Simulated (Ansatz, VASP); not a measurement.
# Two plane-wave programs on Cu

INCAR

```
  ALGO = Normal
  EDIFF = 1E-6
  ENCUT = 700
  GGA = PS
  GGA_COMPAT = False
  ISIF = 2
  ISMEAR = 0
  LASPH = True
  LCHARG = False
  LREAL = False
  LWAVE = False
  NBANDS = 16
  NELM = 120
  PREC = Accurate
  SIGMA = 0.1
```

KPOINTS

```
k-points
0
Gamma
  18 18 18
```

File POSCAR:

```
Cu
1.0
    0.0000000000      1.7253852750      1.7253852750
    1.7253852750      0.0000000000      1.7253852750
    1.9422852750      1.9422852750     -0.2169000000
Cu
1
Direct
    0.0000000000      0.0000000000      0.0000000000
```

Input for Ansatz:

```yaml
crystal:
  lattice:
    - [0.0, 1.725385275, 1.725385275]
    - [1.725385275, 0.0, 1.725385275]
    - [1.942285275, 1.942285275, -0.2169]
  atoms:
    - { symbol: Cu, position: [0.0, 0.0, 0.0] }
basis:
  ecutwfc: 420
kpoints:
  mp_grid: { grid: [18, 18, 18] }
hamiltonian:
  xc: pbesol
scf:
  occupations: { method: gaussian, width: 0.1 }
output:
  forces: true
  stress: true
  eigenvalues: true
```

Alike in both runs: task single point; functional PBEsol; k mesh 18 × 18 × 18; occupations gaussian, width 0.1 eV; no spin polarisation.

```csv
,VASP,Ansatz
version,VASP 6.6.1,Ansatz 0.2.0
potentials or method,"VASP PAW PBE potentials, release 64 (Cu_sv_GW), cutoff 700 eV","scalar-relativistic, plane waves, PAW"
valence electrons in the cell,19,19
```

Ansatz gave:

- gap on the k mesh at the Fermi level (eV): none
- pressure (GPa): -5.6
- traceless stress, the component that is largest in VASP (GPa): -8.29

**Question.** Which values does VASP return?

**Answer.** gap on the k mesh at the Fermi level (eV): none; pressure (GPa): -10.0; traceless stress, the component that is largest in VASP (GPa): -8.29.

VASP's potentials were made for PBE, not for PBEsol. A gap of «none» marks a metal or a gap that the smearing closes. One of these differences is far larger than is usual between the two programs; its cause wasn't traced.
